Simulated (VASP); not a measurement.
# SnSe2 (P-3m1) in VASP: further runs

The runs below take SnSe2 through single point, relaxation of cell and atoms, with PBE+D3(BJ).

Everything below comes from runs of VASP 6.6.1. Logs are shortened: lines on timing, memory, paths and dates and some standing lists are left out, and cuts for length are marked.

### Step 1. The cell of the first run

The structure is trigonal, space group P-3m1 (No. 164). Conventional cell: a = 3.839 Å, b = 3.839 Å, c = 6.028 Å, α = 90.00°, β = 90.00°, γ = 120.00°. Sn (site symmetry -3m) has 6 Se at 2.73 Å within 3.6 Å. Within 3.6 Å of Se (site symmetry 3m) lie 3 Sn at 2.73 Å.

### Step 2. Single point, PBE+D3(BJ)

The input, INCAR:

```
ALGO = Normal
EDIFF = 1E-7
ENCUT = 520
GGA = PE
ISIF = 2
ISMEAR = 0
IVDW = 12
LASPH = T
LCHARG = F
LREAL = F
LWAVE = F
NBANDS = 20
NELM = 100
PREC = Accurate
SIGMA = 0.1
```

The input, KPOINTS:

```
k-points
0
Gamma
  6 6 4
```

The input, POSCAR:

```
SnSe2
1.0
    3.8389775897      0.0000000000      0.0000000000
   -1.9194887948      3.3246521172      0.0000000000
    0.0000000000      0.0000000000      6.0278085295
Sn Se
1 2
Direct
    0.0000000000      0.0000000000      0.0000000000
    0.3333333333      0.6666666667      0.2645002945
    0.6666666667      0.3333333333      0.7354997055
```

Potentials or basis: VASP PAW PBE potentials, release 64 (Sn_d, Se).

Launch:

```console
cat potpaw_PBE.64/Sn_d/POTCAR potpaw_PBE.64/Se/POTCAR > POTCAR
mpirun -np 1 vasp_std > vasp.out
```

OUTCAR:

```text
EDIFF = 1E-7
   ENCUT = 520
   GGA = PE
   ISIF = 2
   ISMEAR = 0
   IVDW = 12
   LASPH = T
   LREAL = F
   NELM = 100
   PREC = Accurate
 IVDW          = 12

 ion  position               nearest neighbor table
   1  0.000  0.000  0.000-   2 2.73   3 2.73   2 2.73   3 2.73   3 2.73   2 2.73
   2  0.333  0.667  0.265-   1 2.73   1 2.73   1 2.73
   3  0.667  0.333  0.735-   1 2.73   1 2.73   1 2.73

  LATTYP: Found a hexagonal cell.
 ALAT       =     3.8389775897
 C/A-ratio  =     1.5701598638

  Lattice vectors:

 A1 = (   3.8389775897,   0.0000000000,   0.0000000000)
 A2 = (  -1.9194887948,   3.3246521172,   0.0000000000)
 A3 = (   0.0000000000,   0.0000000000,   6.0278085295)

Analysis of symmetry for initial positions (statically):
=====================================================================
 Subroutine PRICEL returns:
 Original cell was already a primitive cell.

 Routine SETGRP: Setting up the symmetry group for a
 hexagonal supercell.

 Subroutine GETGRP returns: Found 12 space group operations
 (whereof 12 operations were pure point group operations)
 out of a pool of 24 trial point group operations.

The static configuration has the point symmetry D_3d.

Analysis of symmetry for dynamics (positions and initial velocities):
=====================================================================
 Subroutine PRICEL returns:
 Original cell was already a primitive cell.

 Routine SETGRP: Setting up the symmetry group for a
 hexagonal supercell.

 Subroutine GETGRP returns: Found 12 space group operations
 (whereof 12 operations were pure point group operations)
 out of a pool of 24 trial point group operations.

The dynamic configuration has the point symmetry D_3d.

 Subroutine INISYM returns: Found 12 space group operations
 (whereof 12 operations are pure point group operations),
 and found     1 'primitive' translations

----------------------------------------------------------------------------------------

                                     Primitive cell

  volume of cell :      76.9345

  direct lattice vectors                    reciprocal lattice vectors
     3.838977590  0.000000000  0.000000000     0.260486022  0.150391675  0.000000000
    -1.919488795  3.324652117  0.000000000     0.000000000  0.300783350  0.000000000
     0.000000000  0.000000000  6.027808529     0.000000000  0.000000000  0.165897771

  length of vectors
     3.838977590  3.838977590  6.027808529     0.300783350  0.300783350  0.165897771

  position of ions in fractional coordinates (direct lattice)
     0.000000000  0.000000000  0.000000000
     0.333333333  0.666666667  0.264500295
     0.666666667  0.333333333  0.735499705

  ion indices of the primitive-cell ions
   primitive index   ion index
                 1           1
                 2           2
                 3           3

----------------------------------------------------------------------------------------

 KPOINTS: k-points

Automatic generation of k-mesh.
 Grid dimensions read from file:
 generate k-points for:    6    6    4

 Generating k-lattice:

  Cartesian coordinates                     Fractional coordinates (reciprocal lattice)
     0.043414337  0.025065279  0.000000000     0.166666667  0.000000000  0.000000000
     0.000000000  0.050130558  0.000000000     0.000000000  0.166666667  0.000000000
     0.000000000  0.000000000  0.041474443     0.000000000  0.000000000  0.250000000

  Length of vectors
     0.050130558  0.050130558  0.041474443

  Shift w.r.t. Gamma in fractional coordinates (k-lattice)
     0.000000000  0.000000000  0.000000000

 Subroutine IBZKPT returns following result:
 ===========================================

 Found     24 irreducible k-points:

 Following reciprocal coordinates:
            Coordinates               Weight
  0.000000  0.000000  0.000000      1.000000
  0.166667 -0.000000  0.000000      6.000000
  0.333333 -0.000000  0.000000      6.000000
  0.500000 -0.000000  0.000000      3.000000
  0.166667  0.166667  0.000000      6.000000
  0.333333  0.166667  0.000000     12.000000
[... 16 lines left out ...]
  0.333333  0.166667  0.500000     12.000000
  0.333333  0.333333  0.500000      2.000000
   k-points           NKPTS =     24   k-points in BZ     NKDIM =     24   number of bands    NBANDS=     20
   number of dos      NEDOS =    301   number of ions     NIONS =      3
   total plane-waves  NPLWV =  43200
   dimension x,y,z NGX =    30 NGY =   30 NGZ =   48
   dimension x,y,z NGXF=    60 NGYF=   60 NGZF=   96
   ions per type =               1   2
   NGX,Y,Z   is equivalent  to a cutoff of  12.99, 12.99, 13.24 a.u.
   NGXF,Y,Z  is equivalent  to a cutoff of  25.98, 25.98, 26.48 a.u.
 SYSTEM =  unknown system
   PREC   = accura    normal or accurate (medium, high low for compatibility)
   ISTART =      0    job   : 0-new  1-cont  2-samecut
   ICHARG =      2    charge: 1-file 2-atom 10-const
   ISPIN  =      1    spin polarized calculation?
   LNONCOLLINEAR =      F non collinear calculations
   LSORBIT =      F    spin-orbit coupling
   LASPH  =      T    aspherical Exc in radial PAW
   ENCUT  =  520.0 eV  38.22 Ry    6.18 a.u.   7.14  7.14 11.21*2*pi/ulx,y,z
   NELM   =    100;   NELMIN=  2; NELMDL= -5     # of ELM steps
   EDIFF  = 0.1E-06   stopping-criterion for ELM
   LREAL  =      F    real-space projection
   EDIFFG = 0.1E-05   stopping-criterion for IOM
   NSW    =      0    number of steps for IOM
   IBRION =     -1    ionic relax: 0-MD 1-quasi-New 2-CG
   NFREE  =      0    steps in history (QN), initial steepest desc. (CG)
   ISIF   =      2    stress and relaxation
   ISYM   =      2    0-nonsym 1-usesym 2-fastsym
   POTIM  = 0.5000    time-step for ionic-motion
   TEBEG  =    0.0;   TEEND  =   0.0 temperature during run
   PSTRESS=    0.0 pullay stress
   NELECT =      26.0000    total number of electrons
   NUPDOWN=      -1.0000    fix difference up-down
   EMIN   =  10.00;   EMAX   =-10.00  energy-range for DOS
   EFERMI =   0.00;   METHOD = LEGACY
   ISMEAR =     0;   SIGMA  =   0.10  broadening in eV -4-tet -1-fermi 0-gaus
   EFERMI_NEDOS =   21; number of points for ismear=-14 and -15
   IALGO  =     38    algorithm
   IMIX   =      4    mixing-type and parameters
     AMIX     =   0.40;   BMIX     =  1.00
     AMIX_MAG =   1.60;   BMIX_MAG =  1.00
  volume/ion in A,a.u.               =      25.64       173.06
  Fermi-wavevector in a.u.,A,eV,Ry     =   1.140317  2.154886 17.691961  1.300322
  Thomas-Fermi vector in A             =   2.277019
   LORBIT       =      0    0 simple, 1 ext, 2 COOP (PROOUT), +10 PAW based schemes
   GGA     = PE    functional components
   LHFCALC =     F    Hartree Fock is set to
   AEXX    =    0.0000 exact exchange contribution
   IVDW    =    12    specifies the selected vdW correction
   LEPSILON=     F    determine dielectric tensor
   LRPA    =     F    only Hartree local field effects (RPA)
 non-spin polarized calculation
 Gauss-broadening in eV      SIGMA  =   0.10
  energy-cutoff  :      520.00
  volume of cell :       76.93
 maximum number of plane-waves:      2100
 NGX is ok and might be reduce to    30
   NGX = 15   NGY = 15   NGZ = 23

 number of electron      26.0000002 magnetization

 Free energy of the ion-electron system (eV)
  ---------------------------------------------------
  ext. energy  EPLUGINS =         0.00000000
  ---------------------------------------------------
  free energy    TOTEN  =       -11.79818914 eV

  energy without entropy =      -11.79818900  energy(sigma->0) =      -11.79818907

 E-fermi :   4.6262     XC(G=0):  -9.5461

 val. band max:        4.3032048659   @ k =   0.1667  -0.0000   0.0000
 cond. band min:       4.9492259736   @ k =   0.5000  -0.0000   0.2500
 fundamental gap:      0.6460211077
 Fermi energy:         4.6261701787

 k-point     1 :       0.0000    0.0000    0.0000
  band No.  band energies     occupation
      1     -17.0053      2.00000
      2     -17.0053      2.00000
      3     -16.9723      2.00000
      4     -16.9606      2.00000
      5     -16.9606      2.00000
      6      -9.5318      2.00000
[... 12 lines left out ...]
     19      13.2721      0.00000
     20      13.2721      0.00000

 k-point     2 :       0.1667   -0.0000    0.0000
  band No.  band energies     occupation
      1     -17.0157      2.00000
      2     -16.9967      2.00000
      3     -16.9683      2.00000
      4     -16.9635      2.00000
      5     -16.9594      2.00000
      6      -9.2713      2.00000
[... 12 lines left out ...]
     19      12.3406      0.00000
     20      13.4396      0.00000

 k-point     3 :       0.3333   -0.0000    0.0000
  band No.  band energies     occupation
      1     -17.0399      2.00000
      2     -16.9865      2.00000
      3     -16.9778      2.00000
      4     -16.9496      2.00000
      5     -16.9482      2.00000
      6      -8.5808      2.00000
[... 12 lines left out ...]
     19      13.2312      0.00000
     20      14.4195      0.00000

 k-point     4 :       0.5000   -0.0000    0.0000
  band No.  band energies     occupation
      1     -17.0528      2.00000
      2     -16.9850      2.00000
      3     -16.9823      2.00000
      4     -16.9411      2.00000
      5     -16.9401      2.00000
      6      -7.9898      2.00000
[... 12 lines left out ...]
     19      14.4168      0.00000
     20      15.3716      0.00000

 k-point     5 :       0.1667    0.1667    0.0000
  band No.  band energies     occupation
      1     -17.0277      2.00000
      2     -16.9938      2.00000
      3     -16.9711      2.00000
      4     -16.9619      2.00000
      5     -16.9481      2.00000
      6      -8.7901      2.00000
[... 12 lines left out ...]
     19      11.1265      0.00000
     20      14.5245      0.00000
[... 353 lines left out ...]
      6      -7.8372      2.00000
[... 12 lines left out ...]
     19      13.6205      0.00000
     20      15.2244      0.00000

 k-point    22 :       0.1667    0.1667    0.5000
  band No.  band energies     occupation
      1     -17.0279      2.00000
      2     -16.9939      2.00000
      3     -16.9712      2.00000
      4     -16.9618      2.00000
      5     -16.9480      2.00000
      6      -8.5361      2.00000
[... 12 lines left out ...]
     19      12.2023      0.00000
     20      13.4324      0.00000

 k-point    23 :       0.3333    0.1667    0.5000
  band No.  band energies     occupation
      1     -17.0400      2.00000
      2     -16.9957      2.00000
      3     -16.9747      2.00000
      4     -16.9514      2.00000
      5     -16.9402      2.00000
      6      -7.8894      2.00000
[... 12 lines left out ...]
     19      12.5445      0.00000
     20      14.0541      0.00000

 k-point    24 :       0.3333    0.3333    0.5000
  band No.  band energies     occupation
      1     -17.0194      2.00000
      2     -17.0194      2.00000
      3     -16.9600      2.00000
      4     -16.9600      2.00000
      5     -16.9432      2.00000
      6      -7.5432      2.00000
[... 12 lines left out ...]
     19      13.4188      0.00000
     20      13.4310      0.00000

------------------------ aborting loop because EDIFF is reached ----------------------------------------

 Edisp (eV)   -1.08866

 E8    (eV) :    -0.4765

  FORCE on cell =-STRESS in cart. coord.  units (eV):
  Direction    XX          YY          ZZ          XY          YZ          ZX
  --------------------------------------------------------------------------------------
  -------------------------------------------------------------------------------------
  Total       0.05558     0.05558    -0.04055     0.00000     0.00000     0.00000
  in kB       1.15745     1.15745    -0.84440     0.00000     0.00000     0.00000
  external pressure =        0.49 kB  Pullay stress =        0.00 kB

 VOLUME and BASIS-vectors are now :
 -----------------------------------------------------------------------------
  energy-cutoff  :      520.00
  volume of cell :       76.93
      direct lattice vectors                 reciprocal lattice vectors
     3.838977590  0.000000000  0.000000000     0.260486022  0.150391675  0.000000000
    -1.919488795  3.324652117  0.000000000     0.000000000  0.300783350  0.000000000
     0.000000000  0.000000000  6.027808529     0.000000000  0.000000000  0.165897771

 POSITION                                       TOTAL-FORCE (eV/Angst)
 -----------------------------------------------------------------------------------
      0.00000      0.00000      0.00000         0.000000      0.000000     -0.000000
     -0.00000      2.21643      1.59436         0.000000     -0.000000      0.002215
      1.91949      1.10822      4.43345        -0.000000      0.000000     -0.002215
 -----------------------------------------------------------------------------------
    total drift:                               -0.000000     -0.000000     -0.000000

  FREE ENERGIE OF THE ION-ELECTRON SYSTEM (eV)
  ---------------------------------------------------
  free  energy   TOTEN  =       -12.8868471530 eV

  energy  without entropy=      -12.8868470123  energy(sigma->0) =      -12.88684708
```

Run time: 34 s. Hardware: 1 thread of Intel Xeon 6975P-C, shared host; peak memory 0.22 GiB.

What came out:

| Property | Result |
| --- | --- |
| Free energy | -12.8868 eV |
| Pressure | 0.0 GPa |
| Band gap on the k mesh | 0.65 eV, indirect (least direct gap 0.84 eV) |
| Dispersion energy per atom | -0.363 eV |

Forces in eV/Å, atoms in the order of the input:
```
Sn   0.000  0.000  0.000
Se   0.000  0.000  0.002
Se   0.000  0.000 -0.002
```

Caveat: spin-orbit coupling is left out, which moves the levels of the heavy elements.

### Step 3. Relaxation of cell and atoms, PBE+D3(BJ), target pressure 5.1 GPa, at which the enthalpy is minimised

This run uses another cell than the first one, of 22.79 Å³/atom, 0.889 times its volume.

The input, INCAR:

```
ALGO = Normal
EDIFF = 1E-6
EDIFFG = -0.002
ENCUT = 600
GGA = PE
IBRION = 2
ISIF = 3
ISMEAR = -1
IVDW = 12
LASPH = True
LCHARG = False
LREAL = False
LWAVE = False
NELM = 100
NSW = 80
PREC = Accurate
PSTRESS = 51.0
SIGMA = 0.1
```

The input, KPOINTS:

```
k-points
0
Gamma
  12 12 8
```

The input, POSCAR:

```
SnSe2
1.0
    3.7795117654      0.0000000000      0.0000000000
   -1.8897558827      3.2731532027      0.0000000000
    0.0000000000      0.0000000000      5.5270531139
Sn Se
1 2
Direct
    0.0000000000      0.0000000000      0.0000000000
    0.3333333333      0.6666666667      0.2868110422
    0.6666666667      0.3333333333      0.7131889578
```

Potentials or basis: VASP PAW PBE potentials, release 64 (Sn_d, Se).

Launch:

```console
cat potpaw_PBE.64/Sn_d/POTCAR potpaw_PBE.64/Se/POTCAR > POTCAR
mpirun -np 1 vasp_std > vasp.out
```

It took 14 min on 1 thread of Intel Xeon Platinum 8259CL at 2.50GHz (Skylake/Cascade Lake), shared host; peak memory 0.36 GiB.

Results (log left out):

* Free energy: -12.7904 eV
* Relaxed volume: 22.85 Å³/atom
* Relaxed cell: a = 3.784 Å, b = 3.784 Å, c = 5.529 Å, α = 90.00°, β = 90.00°, γ = 120.00°
* Space group after relaxing (to 0.05 Å): P-3m1 (No. 164)
* Energy change on relaxing (the enthalpy is what falls): -2.1 meV/atom
* Ionic steps: 16
* Pressure after relaxing: 5.1 GPa
* Band gap on the k mesh: zero (band 13 reaches 6.19 eV, above the bottom of band 14 at 5.90 eV)
* Dispersion energy per atom: -0.410 eV

Step by step:
```
step  energy change (eV)  largest force (eV/Å)  pressure (GPa)  volume (Å³)
   1              0.0000                0.0589            5.51        68.37
   2             -0.0184                0.0276            4.64        68.95
   3             -0.0093                0.0167            5.08        68.65
   4             -0.0095                0.0157            5.06        68.66
   5             -0.0087                0.0100            5.09        68.63
   6             -0.0078                0.0039            5.10        68.60
   7             -0.0076                0.0027            5.09        68.60
   8             -0.0073                0.0003            5.10        68.59
   9             -0.0075                0.0018            5.10        68.60
  10             -0.0070                0.0028            5.11        68.58
  11             -0.0056                0.0053            5.16        68.54
  12             -0.0059                0.0049            5.14        68.54
  13             -0.0063                0.0020            5.11        68.56
  14             -0.0068                0.0009            5.08        68.57
  15             -0.0066                0.0002            5.07        68.57
  16             -0.0064                0.0008            5.10        68.56
```

Final structure:
```cif
data_structure
_symmetry_space_group_name_H-M 'P 1'
_symmetry_Int_Tables_number 1
_cell_length_a 3.7840
_cell_length_b 3.7840
_cell_length_c 5.5290
_cell_angle_alpha 90.000
_cell_angle_beta 90.000
_cell_angle_gamma 120.000
_cell_volume 68.56
loop_
_atom_site_label
_atom_site_type_symbol
_atom_site_fract_x
_atom_site_fract_y
_atom_site_fract_z
_atom_site_occupancy
Sn1 Sn 0.00000 0.00000 0.00000 1
Se1 Se 0.33333 0.66667 0.28769 1
Se2 Se 0.66667 0.33333 0.71231 1
```

Levels at points of the mesh, in eV from the Fermi level:
```
           k point  band 11  band 12  band 13  band 14  band 15  band 16
(0.00, 0.00, 0.00)    -1.14    -1.14    -0.20     0.44     2.68     4.31
(0.50, 0.00, 0.00)    -3.47    -2.83    -0.59     1.21     3.09     4.02
(0.00, 0.00, 0.50)    -1.55    -0.65    -0.65     2.43     2.59     3.51
(0.50, 0.00, 0.50)    -2.35    -1.94    -1.83     0.65     3.38     4.25
```

Caveat: the cell is relaxed towards a set pressure, so the enthalpy falls and the energy may rise; spin-orbit coupling is left out, which moves the levels of the heavy elements; pairwise dispersion overbinds metals, which lowers pressure and volume.

[end of part 1 of 2]
